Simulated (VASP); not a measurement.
# Si (a cell with a defect) in VASP: notebook

Runs on Si (a cell with a defect). Level: LDA. Tasks: single point, relaxation of the atoms.

Everything below comes from runs of VASP 6.6.1. Logs are shortened: lines on timing, memory, paths and dates and some standing lists are left out, and cuts for length are marked.

## (1) The cell of the first run

The cell holds a defect, 15 atoms: a = 7.640 Å, b = 7.640 Å, c = 7.640 Å, α = 60.00°, β = 60.00°, γ = 60.00°.

## (2) Single point, LDA

Input file INCAR:

```
PREC     = Accurate       # precision mode
ENCUT    = 520            # plane-wave cutoff, eV
EDIFF    = 1E-7           # SCF threshold, eV
ISMEAR   = 0              # smearing method
SIGMA    = 0.02           # smearing width, eV
LREAL    = Auto         
LASPH    = True           # aspherical terms in the spheres
NELM     = 80             # most SCF steps
ALGO     = Normal         # electronic algorithm
ISIF     = 2              # what is computed and relaxed
LWAVE    = False          # write WAVECAR
LCHARG   = True           # write CHGCAR
LELF     = True           # ELF
LVHAR    = True         
NBANDS   = 43             # bands
```

Input file KPOINTS:

```
regular mesh
0
Gamma
  3 3 3
```

Input file POSCAR:

```
Si
1.0
    0.0000000000      5.4019422852     -5.4019422852
    5.4019422852      5.4019422852      0.0000000000
    5.4019422852      0.0000000000     -5.4019422852
Si
15
Direct
   -0.2436214477      0.2478738071      0.2478738071
    0.1248710120      0.6251290409      0.1248710120
    0.6251290409      0.1248710120      0.1248710120
    0.6251290409      0.6251290409      0.1248710120
    0.1248710120      0.1248710120      0.6251290409
    0.1248710120      0.6251290409      0.6251290409
    0.6251290409      0.1248710120      0.6251290409
    0.6250000133      0.6250000133      0.6250000133
    0.2478738071      0.7563784995      0.2478738071
    0.2478738071      0.2478738071      0.2478738071
    0.7500689171      0.7500689171      0.2497931168
    0.2497931168      0.7500689171      0.7500689171
    0.2478738071      0.2478738071      0.7563784995
    0.7500689171      0.7500689171      0.7500689171
    0.7500689171      0.2497931168      0.7500689171
```

Potentials or basis: VASP PAW LDA potentials, release 64 (Si).

On the command line:

```
$ cat potpaw_LDA.64/Si/POTCAR > POTCAR
$ mpirun -np 1 vasp_std > vasp.out
```

OUTCAR:

```text
PREC = Accurate
   ENCUT = 520
   EDIFF = 1E-7
   ISMEAR = 0
   LREAL = Auto
   LASPH = True
   NELM = 80
   ISIF = 2

 ion  position               nearest neighbor table
   1  0.756  0.248  0.248-   3 2.35   4 2.35   7 2.35
   2  0.125  0.625  0.125-  11 2.34  12 2.34   9 2.35  10 2.35
   3  0.625  0.125  0.125-  11 2.34  15 2.34   1 2.35  10 2.35
   4  0.625  0.625  0.125-  11 2.34  14 2.34   9 2.35   1 2.35
   5  0.125  0.125  0.625-  12 2.34  15 2.34  13 2.35  10 2.35
   6  0.125  0.625  0.625-  12 2.34  14 2.34  13 2.35   9 2.35
   7  0.625  0.125  0.625-  15 2.34  14 2.34  13 2.35   1 2.35
   8  0.625  0.625  0.625-  14 2.34  12 2.34  11 2.34  15 2.34
   9  0.248  0.756  0.248-   2 2.35   4 2.35   6 2.35
  10  0.248  0.248  0.248-   2 2.35   3 2.35   5 2.35
  11  0.750  0.750  0.250-   4 2.34   3 2.34   2 2.34   8 2.34
  12  0.250  0.750  0.750-   6 2.34   5 2.34   2 2.34   8 2.34
  13  0.248  0.248  0.756-   5 2.35   6 2.35   7 2.35
  14  0.750  0.750  0.750-   4 2.34   6 2.34   7 2.34   8 2.34
  15  0.750  0.250  0.750-   7 2.34   5 2.34   3 2.34   8 2.34

  LATTYP: Found a face centered cubic cell.
 ALAT       =    10.8038845704

  Lattice vectors:

 A1 = (   0.0000000000,   5.4019422852,  -5.4019422852)
 A2 = (   5.4019422852,   5.4019422852,   0.0000000000)
 A3 = (   5.4019422852,   0.0000000000,  -5.4019422852)

Analysis of symmetry for initial positions (statically):
=====================================================================
 Subroutine PRICEL returns:
 Original cell was already a primitive cell.

 Routine SETGRP: Setting up the symmetry group for a
 face centered cubic supercell.

 Subroutine GETGRP returns: Found 24 space group operations
 (whereof  6 operations were pure point group operations)
 out of a pool of 48 trial point group operations.

The static configuration has the point symmetry C_3v.
 The point group associated with its full space group is T_d .

Analysis of symmetry for dynamics (positions and initial velocities):
=====================================================================
 Subroutine PRICEL returns:
 Original cell was already a primitive cell.

 Routine SETGRP: Setting up the symmetry group for a
 face centered cubic supercell.

 Subroutine GETGRP returns: Found 24 space group operations
 (whereof  6 operations were pure point group operations)
 out of a pool of 48 trial point group operations.

The dynamic configuration has the point symmetry C_3v.
 The point group associated with its full space group is T_d .

 Subroutine INISYM returns: Found 24 space group operations
 (whereof  6 operations are pure point group operations),
 and found     1 'primitive' translations

----------------------------------------------------------------------------------------

                                     Primitive cell

  volume of cell :     315.2679

  direct lattice vectors                    reciprocal lattice vectors
     0.000000000  5.401942285 -5.401942285    -0.092559301  0.092559301 -0.092559301
     5.401942285  5.401942285  0.000000000     0.092559301  0.092559301  0.092559301
     5.401942285  0.000000000 -5.401942285     0.092559301 -0.092559301 -0.092559301

  length of vectors
     7.639500043  7.639500043  7.639500043     0.160317411  0.160317411  0.160317411

  position of ions in fractional coordinates (direct lattice)
     0.756378552  0.247873807  0.247873807
     0.124871012  0.625129041  0.124871012
     0.625129041  0.124871012  0.124871012
     0.625129041  0.625129041  0.124871012
     0.124871012  0.124871012  0.625129041
     0.124871012  0.625129041  0.625129041
     0.625129041  0.124871012  0.625129041
     0.625000013  0.625000013  0.625000013
     0.247873807  0.756378500  0.247873807
     0.247873807  0.247873807  0.247873807
     0.750068917  0.750068917  0.249793117
     0.249793117  0.750068917  0.750068917
     0.247873807  0.247873807  0.756378500
     0.750068917  0.750068917  0.750068917
     0.750068917  0.249793117  0.750068917

  ion indices of the primitive-cell ions
   primitive index   ion index
                 1           1
                 2           2
                 3           3
                 4           4
                 5           5
                 6           6
                 7           7
                 8           8
                 9           9
                10          10
                11          11
                12          12
                13          13
                14          14
                15          15

----------------------------------------------------------------------------------------

 KPOINTS: regular mesh

Automatic generation of k-mesh.
 Grid dimensions read from file:
 generate k-points for:    3    3    3

 Generating k-lattice:

  Cartesian coordinates                     Fractional coordinates (reciprocal lattice)
    -0.030853100  0.030853100 -0.030853100     0.333333333  0.000000000  0.000000000
     0.030853100  0.030853100  0.030853100     0.000000000  0.333333333  0.000000000
     0.030853100 -0.030853100 -0.030853100     0.000000000  0.000000000  0.333333333

  Length of vectors
     0.053439137  0.053439137  0.053439137

  Shift w.r.t. Gamma in fractional coordinates (k-lattice)
     0.000000000  0.000000000  0.000000000

 Subroutine IBZKPT returns following result:
 ===========================================

 Found      4 irreducible k-points:

 Following reciprocal coordinates:
            Coordinates               Weight
  0.000000  0.000000  0.000000      1.000000
  0.333333  0.000000  0.000000      8.000000
  0.333333  0.333333  0.000000      6.000000
 -0.333333  0.333333  0.000000     12.000000
   k-points           NKPTS =      4   k-points in BZ     NKDIM =      4   number of bands    NBANDS=     43
   number of dos      NEDOS =    301   number of ions     NIONS =     15
   total plane-waves  NPLWV = 216000
   dimension x,y,z NGX =    60 NGY =   60 NGZ =   60
   dimension x,y,z NGXF=   120 NGYF=  120 NGZF=  120
   ions per type =              15
   NGX,Y,Z   is equivalent  to a cutoff of  13.06, 13.06, 13.06 a.u.
   NGXF,Y,Z  is equivalent  to a cutoff of  26.11, 26.11, 26.11 a.u.
 SYSTEM =  unknown system
   PREC   = accura    normal or accurate (medium, high low for compatibility)
   ISTART =      0    job   : 0-new  1-cont  2-samecut
   ICHARG =      2    charge: 1-file 2-atom 10-const
   ISPIN  =      1    spin polarized calculation?
   LNONCOLLINEAR =      F non collinear calculations
   LSORBIT =      F    spin-orbit coupling
   LASPH  =      T    aspherical Exc in radial PAW
   ENCUT  =  520.0 eV  38.22 Ry    6.18 a.u.  14.20 14.20 14.20*2*pi/ulx,y,z
   NELM   =     80;   NELMIN=  2; NELMDL= -5     # of ELM steps
   EDIFF  = 0.1E-06   stopping-criterion for ELM
   LREAL  =      T    real-space projection
   EDIFFG = 0.1E-05   stopping-criterion for IOM
   NSW    =      0    number of steps for IOM
   IBRION =     -1    ionic relax: 0-MD 1-quasi-New 2-CG
   NFREE  =      0    steps in history (QN), initial steepest desc. (CG)
   ISIF   =      2    stress and relaxation
   ISYM   =      2    0-nonsym 1-usesym 2-fastsym
   POTIM  = 0.5000    time-step for ionic-motion
   TEBEG  =    0.0;   TEEND  =   0.0 temperature during run
   PSTRESS=    0.0 pullay stress
   NELECT =      60.0000    total number of electrons
   NUPDOWN=      -1.0000    fix difference up-down
   EMIN   =  10.00;   EMAX   =-10.00  energy-range for DOS
   EFERMI =   0.00;   METHOD = LEGACY
   ISMEAR =     0;   SIGMA  =   0.02  broadening in eV -4-tet -1-fermi 0-gaus
   EFERMI_NEDOS =   21; number of points for ismear=-14 and -15
   IALGO  =     38    algorithm
   IMIX   =      4    mixing-type and parameters
     AMIX     =   0.40;   BMIX     =  1.00
     AMIX_MAG =   1.60;   BMIX_MAG =  1.00
  volume/ion in A,a.u.               =      21.02       141.84
  Fermi-wavevector in a.u.,A,eV,Ry     =   0.941670  1.779498 12.064858  0.886742
  Thomas-Fermi vector in A             =   2.069204
   LORBIT       =      0    0 simple, 1 ext, 2 COOP (PROOUT), +10 PAW based schemes
   GGA     = CA    functional components
   LHFCALC =     F    Hartree Fock is set to
   AEXX    =    0.0000 exact exchange contribution
   IVDW    =     0    specifies the selected vdW correction
   LEPSILON=     F    determine dielectric tensor
   LRPA    =     F    only Hartree local field effects (RPA)
 non-spin polarized calculation
 Gauss-broadening in eV      SIGMA  =   0.02
  energy-cutoff  :      520.00
  volume of cell :      315.27
 maximum number of plane-waves:      8492
 NGX is ok and might be reduce to    60
   NGX = 29   NGY = 29   NGZ = 29

 number of electron      59.9999999 magnetization

 Free energy of the ion-electron system (eV)
  ---------------------------------------------------
  ext. energy  EPLUGINS =         0.00000000
  ---------------------------------------------------
  free energy    TOTEN  =       -86.17456075 eV

  energy without entropy =      -86.17263349  energy(sigma->0) =      -86.17359712

 E-fermi :   5.3500     XC(G=0):  -9.4305

 val. band max:        5.0217921740   @ k =   0.3333   0.3333   0.0000
 cond. band min:       5.3695918213   @ k =  -0.3333   0.3333   0.0000
 fundamental gap:      0.3477996473
 Fermi energy:         5.3500333308

 k-point     1 :       0.0000    0.0000    0.0000
  band No.  band energies     occupation
      1      -6.5428      2.00000
      2      -4.3192      2.00000
      3      -4.3192      2.00000
      4      -4.3191      2.00000
      5      -3.7237      2.00000
      6      -2.5375      2.00000
[... 34 lines left out ...]
     41       6.9734      0.00000
     42       8.0663      0.00000

 k-point     2 :       0.3333    0.0000    0.0000
  band No.  band energies     occupation
      1      -6.1990      2.00000
      2      -5.1628      2.00000
      3      -4.1579      2.00000
      4      -4.1579      2.00000
      5      -3.8971      2.00000
      6      -3.5426      2.00000
[... 34 lines left out ...]
     41       8.1393      0.00000
     42       8.2804      0.00000

 k-point     3 :       0.3333    0.3333    0.0000
  band No.  band energies     occupation
      1      -6.0778      2.00000
      2      -4.7574      2.00000
      3      -4.5409      2.00000
      4      -4.5326      2.00000
      5      -4.5326      2.00000
      6      -3.6734      2.00000
[... 34 lines left out ...]
     41       8.2244      0.00000
     42       8.7086      0.00000

 k-point     4 :      -0.3333    0.3333    0.0000
  band No.  band energies     occupation
      1      -5.6719      2.00000
      2      -5.3582      2.00000
      3      -5.0908      2.00000
      4      -4.3465      2.00000
      5      -4.0440      2.00000
      6      -3.3486      2.00000
[... 34 lines left out ...]
     41       8.8779      0.00000
     42       9.0237      0.00000
 [bands above 42 left out]

------------------------ aborting loop because EDIFF is reached ----------------------------------------

  FORCE on cell =-STRESS in cart. coord.  units (eV):
  Direction    XX          YY          ZZ          XY          YZ          ZX
  --------------------------------------------------------------------------------------
  -------------------------------------------------------------------------------------
  Total       -4.0737815     -4.0737815     -4.0737815     -0.0000000     -0.0000000      0.0000000
  in kB      -20.7027720    -20.7027720    -20.7027720     -0.0000000     -0.0000000      0.0000000
  external PRESSURE =     -20.7027720 kB  Pullay stress =       0.0000000 kB

 VOLUME and BASIS-vectors are now :
 -----------------------------------------------------------------------------
  energy-cutoff  :      520.00
  volume of cell :      315.27
      direct lattice vectors                 reciprocal lattice vectors
     0.000000000  5.401942285 -5.401942285    -0.092559301  0.092559301 -0.092559301
     5.401942285  5.401942285  0.000000000     0.092559301  0.092559301  0.092559301
     5.401942285  0.000000000 -5.401942285     0.092559301 -0.092559301 -0.092559301

 POSITION                                       TOTAL-FORCE (eV/Angst)
 -----------------------------------------------------------------------------------
      2.67800      5.42491     -5.42491        -0.001551      0.001551     -0.001551
      4.05146      4.05146     -1.34909        -0.000000     -0.000000     -0.006133
      1.34909      4.05146     -4.05146         0.006133     -0.000000      0.000000
      4.05146      6.75382     -4.05146        -0.000000     -0.006133      0.000000
      4.05146      1.34909     -4.05146        -0.000000      0.006133      0.000000
      6.75382      4.05146     -4.05146        -0.006133     -0.000000      0.000000
      4.05146      4.05146     -6.75382        -0.000000     -0.000000      0.006133
      6.75243      6.75243     -6.75243        -0.000000     -0.000000      0.000000
      5.42491      5.42491     -2.67800         0.001551      0.001551      0.001551
      2.67800      2.67800     -2.67800        -0.001551     -0.001551      0.001551
      5.40120      8.10366     -5.40120         0.003113     -0.003113     -0.003113
      8.10366      5.40120     -5.40120        -0.003113      0.003113     -0.003113
      5.42491      2.67800     -5.42491         0.001551     -0.001551     -0.001551
      8.10366      8.10366     -8.10366        -0.003113     -0.003113      0.003113
      5.40120      5.40120     -8.10366         0.003113      0.003113      0.003113
 -----------------------------------------------------------------------------------
    total drift:                                0.000308      0.000267     -0.000267

  FREE ENERGIE OF THE ION-ELECTRON SYSTEM (eV)
  ---------------------------------------------------
  free  energy   TOTEN  =       -86.1745607483 eV

  energy  without entropy=      -86.1726334855  energy(sigma->0) =      -86.17359712
```

Wall time 62 s (1 thread of Intel Xeon 6975P-C (Granite Rapids), shared host); peak memory 0.35 GiB.

Results:

```yaml
Free_energy: -86.1746 eV
Pressure: -2.1 GPa
Largest_force: 0.006 eV/Å
Band_gap_on_the_k_mesh: zero (bands 30 and 31 overlap by 0.71 eV)
```

Forces on the atoms (eV/Å):
```
Si  -0.002  0.002 -0.002
Si   0.000  0.000 -0.006
Si   0.006  0.000  0.000
Si   0.000 -0.006  0.000
Si   0.000  0.006  0.000
Si  -0.006  0.000  0.000
Si   0.000  0.000  0.006
Si   0.000  0.000  0.000
Si   0.002  0.002  0.002
Si  -0.002 -0.002  0.002
Si   0.003 -0.003 -0.003
Si  -0.003  0.003 -0.003
Si   0.002 -0.002 -0.002
Si  -0.003 -0.003  0.003
Si   0.003  0.003  0.003
```

Levels at points of the mesh, in eV from the Fermi level:
| k point | band 28 | band 29 | band 30 | band 31 | band 32 | band 33 |
| --- | --- | --- | --- | --- | --- | --- |
| (0.00, 0.00, 0.00) | -0.48 | -0.48 | 0.73 | 0.73 | 0.73 | 0.74 |

(Continued in part 2 of 2.)
